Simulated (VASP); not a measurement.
Li4Mg5Cl14, 23 atoms in the cell. The cell holds a disordered packing, 23 atoms: a = 8.308 Å, b = 8.470 Å, c = 8.232 Å, α = 85.84°, β = 90.35°, γ = 91.58°. 

| Item | Value |
| --- | --- |
| Program | VASP 6.6.1 |
| Task | molecular dynamics |
| Functional | PBE |
| Potentials or basis | VASP PAW PBE potentials, release 64 (Mg, Cl, Li_sv) |
| Cutoff | 520 eV |
| k mesh | 1 × 1 × 1 |
| Occupations | fermi-dirac, width 0.05 eV |
| Spin | no spin polarisation |
| Dipole correction | no |
| Further INCAR settings | LREAL = Auto; ALGO = Normal; EDIFF = 1e-05; ISYM = 0; IBRION = 0; POTIM = 1.5; NSW = 40 |

Potentials or basis: VASP PAW PBE potentials, release 64 (Mg, Cl, Li_sv).

Launch:

```bash
$ cat potpaw_PBE.64/Mg/POTCAR potpaw_PBE.64/Cl/POTCAR potpaw_PBE.64/Li_sv/POTCAR > POTCAR
$ mpirun -np 1 vasp_gam > vasp.out
```

Hardware: 1 thread of Intel(R) Xeon(R) Platinum 8488C (Sapphire Rapids), with other jobs on the host.

Question: Estimate the wall time of this run.

Answer: Run time: 16 min on 1 thread of Intel(R) Xeon(R) Platinum 8488C (Sapphire Rapids), with other jobs on the host, peak memory 0.66 GiB. Counts: scf iterations 251, k points 1, ion steps 40.
